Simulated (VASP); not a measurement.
# Na4TiO3 (C2) in VASP: single point with PBE

Aim: the single point of Na4TiO3 with PBE.

Everything below comes from runs of VASP 6.6.1. Logs are shortened: lines on timing, memory, paths and dates and some standing lists are left out, and cuts for length are marked.

### 1 The cell of the first run

The structure is monoclinic, space group C2 (No. 5). The conventional cell has a = 5.575 Å, b = 5.485 Å, c = 7.762 Å, α = 90.00°, β = 96.23°, γ = 90.00°. Na (site symmetry 1) has 2 O at 2.14 to 2.21 Å and 3 Na at 2.70 to 2.78 Å within 2.8 Å. Na (site symmetry 1) has 5 O at 2.34 to 2.82 Å and 4 Na at 2.75 to 3.35 Å and 4 Ti at 3.07 to 3.31 Å within 3.4 Å. Ti (site symmetry 2) has 4 O at 1.96 to 1.99 Å within 2.6 Å. O (site symmetry 1) has 2 Ti at 1.96 to 1.99 Å and 3 Na at 2.34 to 2.55 Å within 2.6 Å. Within 2.8 Å of O (site symmetry 2) lie 6 Na at 2.14 to 2.43 Å.

### 2 Single point, PBE (14.75 Å³/atom)

INCAR

```
SYSTEM = Na4TiO3
  PREC = Accurate
  ENCUT = 520
  EDIFF = 1E-6
  ISMEAR = 0
  SIGMA = 0.1
  LREAL = .False.
  LASPH = .True.
  NELM = 60
  ALGO = Normal
  ISIF = 2
  LWAVE = .False.
  LCHARG = .False.
  GGA = PE
  NBANDS = 39
```

KPOINTS

```
regular mesh
0
Gamma
  8 8 4
  0 0 0
```

POSCAR

```
Na4TiO3
1.0
    2.7876186070     -2.7425245833      0.0113363583
    2.7876186070      2.7425245833      0.0113363583
   -0.8737289945      0.0000000000      7.7125921395
Na Ti O
4 1 3
Direct
    0.0327978847      0.3215898462      0.8948737110
    0.6784101538      0.9672021153      0.1051262890
    0.4917567181      0.6171174675      0.7021777167
    0.3828825325      0.5082432819      0.2978222833
    0.9555931859      0.0444068141      0.5000000000
    0.9664610447      0.5456551303      0.5364294763
    0.4543448697      0.0335389553      0.4635705237
    0.5373630537      0.4626369463      0.0000000000
```

Potentials or basis: VASP PAW PBE potentials, release 64 (Na_pv, Ti_sv, O).

Started as:

```bash
cat potpaw_PBE.64/Na_pv/POTCAR potpaw_PBE.64/Ti_sv/POTCAR potpaw_PBE.64/O/POTCAR > POTCAR
mpirun -np 1 vasp_std > vasp.out
```

OUTCAR:

```text
SYSTEM = Na4TiO3
   PREC = Accurate
   ENCUT = 520
   EDIFF = 1E-6
   ISMEAR = 0
   LREAL = .False.
   LASPH = .True.
   NELM = 60
   ISIF = 2
   GGA = PE

 ion  position               nearest neighbor table
   1  0.033  0.322  0.895-   8 2.14   8 2.21   2 2.70   3 2.75   3 2.78
   2  0.678  0.967  0.105-   8 2.14   8 2.21   1 2.70   4 2.75   4 2.78
   3  0.492  0.617  0.702-   6 2.34   6 2.35   1 2.75   1 2.78
   4  0.383  0.508  0.298-   7 2.34   7 2.35   2 2.75   2 2.78
   5  0.956  0.044  0.500-   6 1.96   7 1.96   7 1.99   6 1.99
   6  0.966  0.546  0.536-   5 1.96   5 1.99   3 2.34   3 2.35
   7  0.454  0.034  0.464-   5 1.96   5 1.99   4 2.34   4 2.35
   8  0.537  0.463  0.000-   2 2.14   1 2.14   2 2.21   1 2.21

  LATTYP: Found a base centered monoclinic cell.
 ALAT       =     5.5752833152
 B/A-ratio  =     0.9838153250
 C/A-ratio  =     1.3922027943
 COS(beta)  =    -0.1085242860

  Lattice vectors:

 A1 = (   2.7876186070,  -2.7425245833,   0.0113363583)
 A2 = (   2.7876186070,   2.7425245833,   0.0113363583)
 A3 = (  -0.8737289945,   0.0000000000,   7.7125921395)

Analysis of symmetry for initial positions (statically):
=====================================================================
 Subroutine PRICEL returns:
 Original cell was already a primitive cell.

 Routine SETGRP: Setting up the symmetry group for a
 base centered monoclinic supercell.

 Subroutine GETGRP returns: Found  2 space group operations
 (whereof  2 operations were pure point group operations)
 out of a pool of  4 trial point group operations.

The static configuration has the point symmetry C_2 .

Analysis of symmetry for dynamics (positions and initial velocities):
=====================================================================
 Subroutine PRICEL returns:
 Original cell was already a primitive cell.

 Routine SETGRP: Setting up the symmetry group for a
 base centered monoclinic supercell.

 Subroutine GETGRP returns: Found  2 space group operations
 (whereof  2 operations were pure point group operations)
 out of a pool of  4 trial point group operations.

The dynamic configuration has the point symmetry C_2 .

 Subroutine INISYM returns: Found  2 space group operations
 (whereof  2 operations are pure point group operations),
 and found     1 'primitive' translations

----------------------------------------------------------------------------------------

                                     Primitive cell

  volume of cell :     117.9816

  direct lattice vectors                    reciprocal lattice vectors
     2.787618607 -2.742524583  0.011336358     0.179281971 -0.182313771  0.020310144
     2.787618607  2.742524583  0.011336358     0.179281971  0.182313771  0.020310144
    -0.873728994  0.000000000  7.712592139    -0.000527035  0.000000000  0.129598389

  length of vectors
     3.910548184  3.910548184  7.761925010     0.256501146  0.256501146  0.129599460

  position of ions in fractional coordinates (direct lattice)
     0.032797885  0.321589846  0.894873711
     0.678410154  0.967202115  0.105126289
     0.491756718  0.617117468  0.702177717
     0.382882532  0.508243282  0.297822283
     0.955593186  0.044406814  0.500000000
     0.966461045  0.545655130  0.536429476
     0.454344870  0.033538955  0.463570524
     0.537363054  0.462636946  1.000000000

  ion indices of the primitive-cell ions
   primitive index   ion index
                 1           1
                 2           2
                 3           3
                 4           4
                 5           5
                 6           6
                 7           7
                 8           8

----------------------------------------------------------------------------------------

 KPOINTS: regular mesh

Automatic generation of k-mesh.
 Grid dimensions read from file:
 generate k-points for:    8    8    4

 Generating k-lattice:

  Cartesian coordinates                     Fractional coordinates (reciprocal lattice)
     0.022410246 -0.022789221  0.002538768     0.125000000 -0.000000000 -0.000000000
     0.022410246  0.022789221  0.002538768    -0.000000000  0.125000000 -0.000000000
    -0.000131759  0.000000000  0.032399597    -0.000000000 -0.000000000  0.250000000

  Length of vectors
     0.032062643  0.032062643  0.032399865

  Shift w.r.t. Gamma in fractional coordinates (k-lattice)
     0.000000000  0.000000000  0.000000000

 Subroutine IBZKPT returns following result:
 ===========================================

 Found     78 irreducible k-points:

 Following reciprocal coordinates:
            Coordinates               Weight
  0.000000  0.000000  0.000000      1.000000
  0.125000 -0.000000  0.000000      4.000000
  0.250000 -0.000000  0.000000      4.000000
  0.375000 -0.000000  0.000000      4.000000
  0.500000 -0.000000  0.000000      2.000000
  0.125000  0.125000  0.000000      2.000000
[... 16 lines left out ...]
  0.125000 -0.000000  0.250000      4.000000
  0.250000 -0.000000  0.250000      4.000000
 [... further k-points ...]
   k-points           NKPTS =     78   k-points in BZ     NKDIM =     78   number of bands    NBANDS=     39
   number of dos      NEDOS =    301   number of ions     NIONS =      8
   total plane-waves  NPLWV =  54000
   dimension x,y,z NGX =    30 NGY =   30 NGZ =   60
   dimension x,y,z NGXF=    60 NGYF=   60 NGZF=  120
   ions per type =               4   1   3
   NGX,Y,Z   is equivalent  to a cutoff of  12.75, 12.75, 12.85 a.u.
   NGXF,Y,Z  is equivalent  to a cutoff of  25.51, 25.51, 25.70 a.u.
 SYSTEM =  Na4TiO3
   PREC   = accura    normal or accurate (medium, high low for compatibility)
   ISTART =      0    job   : 0-new  1-cont  2-samecut
   ICHARG =      2    charge: 1-file 2-atom 10-const
   ISPIN  =      1    spin polarized calculation?
   LNONCOLLINEAR =      F non collinear calculations
   LSORBIT =      F    spin-orbit coupling
   LASPH  =      T    aspherical Exc in radial PAW
   ENCUT  =  520.0 eV  38.22 Ry    6.18 a.u.   7.27  7.27 14.43*2*pi/ulx,y,z
   NELM   =     60;   NELMIN=  2; NELMDL= -5     # of ELM steps
   EDIFF  = 0.1E-05   stopping-criterion for ELM
   LREAL  =      F    real-space projection
   EDIFFG = 0.1E-04   stopping-criterion for IOM
   NSW    =      0    number of steps for IOM
   IBRION =     -1    ionic relax: 0-MD 1-quasi-New 2-CG
   NFREE  =      0    steps in history (QN), initial steepest desc. (CG)
   ISIF   =      2    stress and relaxation
   ISYM   =      2    0-nonsym 1-usesym 2-fastsym
   POTIM  = 0.5000    time-step for ionic-motion
   TEBEG  =    0.0;   TEEND  =   0.0 temperature during run
   PSTRESS=    0.0 pullay stress
   NELECT =      58.0000    total number of electrons
   NUPDOWN=      -1.0000    fix difference up-down
   EMIN   =  10.00;   EMAX   =-10.00  energy-range for DOS
   EFERMI =   0.00;   METHOD = LEGACY
   ISMEAR =     0;   SIGMA  =   0.10  broadening in eV -4-tet -1-fermi 0-gaus
   EFERMI_NEDOS =   21; number of points for ismear=-14 and -15
   IALGO  =     38    algorithm
   IMIX   =      4    mixing-type and parameters
     AMIX     =   0.40;   BMIX     =  1.00
     AMIX_MAG =   1.60;   BMIX_MAG =  1.00
  volume/ion in A,a.u.               =      14.75        99.52
  Fermi-wavevector in a.u.,A,eV,Ry     =   1.292050  2.441621 22.713482  1.669394
  Thomas-Fermi vector in A             =   2.423782
   LORBIT       =      0    0 simple, 1 ext, 2 COOP (PROOUT), +10 PAW based schemes
   GGA     = PE    functional components
   LHFCALC =     F    Hartree Fock is set to
   AEXX    =    0.0000 exact exchange contribution
   IVDW    =     0    specifies the selected vdW correction
   LEPSILON=     F    determine dielectric tensor
   LRPA    =     F    only Hartree local field effects (RPA)
 non-spin polarized calculation
 Gauss-broadening in eV      SIGMA  =   0.10
  energy-cutoff  :      520.00
  volume of cell :      117.98
 maximum number of plane-waves:      3197
 NGX is ok and might be reduce to    30
   NGX = 15   NGY = 15   NGZ = 29

 number of electron      58.0000009 magnetization

 Free energy of the ion-electron system (eV)
  ---------------------------------------------------
  ext. energy  EPLUGINS =         0.00000000
  ---------------------------------------------------
  free energy    TOTEN  =       -39.96248305 eV

  energy without entropy =      -39.96156317  energy(sigma->0) =      -39.96202311

 E-fermi :   3.3441     XC(G=0):  -9.1727

 val. band max:        3.3105492660   @ k =   0.0000   0.0000   0.5000
 cond. band min:       3.5805199415   @ k =   0.1250   0.0000   0.5000
 fundamental gap:      0.2699706755
 Fermi energy:         3.3441454699

 k-point     1 :       0.0000    0.0000    0.0000
  band No.  band energies     occupation
      1     -54.3921      2.00000
      2     -30.7891      2.00000
      3     -30.7702      2.00000
      4     -30.4036      2.00000
      5     -20.6955      2.00000
      6     -20.6823      2.00000
[... 31 lines left out ...]
     38      11.1288      0.00000
     39      11.3123      0.00000

 k-point     2 :       0.1250   -0.0000    0.0000
  band No.  band energies     occupation
      1     -54.3919      2.00000
      2     -30.7958      2.00000
      3     -30.7740      2.00000
      4     -30.4031      2.00000
      5     -20.7010      2.00000
      6     -20.6880      2.00000
[... 31 lines left out ...]
     38      10.6664      0.00000
     39      11.3986      0.00000

 k-point     3 :       0.2500   -0.0000    0.0000
  band No.  band energies     occupation
      1     -54.3913      2.00000
      2     -30.8186      2.00000
      3     -30.7762      2.00000
      4     -30.4020      2.00000
      5     -20.7223      2.00000
      6     -20.6908      2.00000
[... 31 lines left out ...]
     38       9.6694      0.00000
     39      11.5732      0.00000

 k-point     4 :       0.3750   -0.0000    0.0000
  band No.  band energies     occupation
      1     -54.3908      2.00000
      2     -30.8436      2.00000
      3     -30.7761      2.00000
      4     -30.4009      2.00000
      5     -20.7418      2.00000
      6     -20.6952      2.00000
[... 31 lines left out ...]
     38       9.5118      0.00000
     39      11.3784      0.00000
[... 754 lines left out ...]
     38      11.1869      0.00000
     39      11.6697      0.00000

 k-point    23 :       0.1250   -0.0000    0.2500
  band No.  band energies     occupation
      1     -54.3919      2.00000
      2     -30.7958      2.00000
      3     -30.7740      2.00000
      4     -30.4031      2.00000
      5     -20.7012      2.00000
      6     -20.6910      2.00000
[... 31 lines left out ...]
     38      10.4918      0.00000
     39      11.1724      0.00000

 k-point    24 :       0.2500   -0.0000    0.2500
  band No.  band energies     occupation
      1     -54.3913      2.00000
      2     -30.8186      2.00000
      3     -30.7762      2.00000
      4     -30.4020      2.00000
      5     -20.7183      2.00000
      6     -20.6974      2.00000
[... 31 lines left out ...]
     38       9.9987      0.00000
     39      10.9798      0.00000

 [... further k-points ...]

------------------------ aborting loop because EDIFF is reached ----------------------------------------

  FORCE on cell =-STRESS in cart. coord.  units (eV):
  Direction    XX          YY          ZZ          XY          YZ          ZX
  --------------------------------------------------------------------------------------
  -------------------------------------------------------------------------------------
  Total        2.3789396      2.3244585      2.0864234      0.0000000      0.0000000      0.0233443
  in kB       32.3057414     31.5658942     28.3334044      0.0000000      0.0000000      0.3170133
  external PRESSURE =      30.7350133 kB  Pullay stress =       0.0000000 kB

 VOLUME and BASIS-vectors are now :
 -----------------------------------------------------------------------------
  energy-cutoff  :      520.00
  volume of cell :      117.98
      direct lattice vectors                 reciprocal lattice vectors
     2.787618607 -2.742524583  0.011336358     0.179281971 -0.182313771  0.020310144
     2.787618607  2.742524583  0.011336358     0.179281971  0.182313771  0.020310144
    -0.873728994  0.000000000  7.712592139    -0.000527035  0.000000000  0.129598389

 POSITION                                       TOTAL-FORCE (eV/Angst)
 -----------------------------------------------------------------------------------
      0.20602      0.79202      6.90581        -0.012488     -0.002493     -0.024044
      4.49549      0.79202      0.82945         0.012488     -0.002493      0.024044
      2.47761      0.34380      5.42818        -0.000123      0.003608     -0.003157
      2.22390      0.34380      2.30708         0.000123      0.003608      0.003157
      2.35075     -2.49895      3.86763        -0.000000     -0.006341      0.000000
      3.74651     -1.15407      4.15440         0.004328      0.002952      0.008499
      0.95500     -1.15407      3.58086        -0.004328      0.002952     -0.008499
      2.78762     -0.20494      0.01134        -0.000000     -0.001792     -0.000000
 -----------------------------------------------------------------------------------
    total drift:                                0.000000     -0.001151      0.000000

  FREE ENERGIE OF THE ION-ELECTRON SYSTEM (eV)
  ---------------------------------------------------
  free  energy   TOTEN  =       -39.9624830506 eV

  energy  without entropy=      -39.9615631659  energy(sigma->0) =      -39.96202311
```

Wall time 9.9 min (1 thread of AMD EPYC 7R43 (Zen 3), shared host); peak memory 0.37 GiB.

What came out:

* Free energy: -39.9625 eV
* Pressure: 3.1 GPa
* Largest force: 0.027 eV/Å

Forces in eV/Å, atoms in the order of the input:
```
Na  -0.012 -0.002 -0.024
Na   0.012 -0.002  0.024
Na   0.000  0.004 -0.003
Na   0.000  0.004  0.003
Ti   0.000 -0.006  0.000
O    0.004  0.003  0.008
O   -0.004  0.003 -0.008
O    0.000 -0.002  0.000
```

Stress tensor (GPa, compression positive):
```
3.23 0.00 0.03
0.00 3.16 0.00
0.03 0.00 2.83
```

Caveat: the cell stands under pressure.
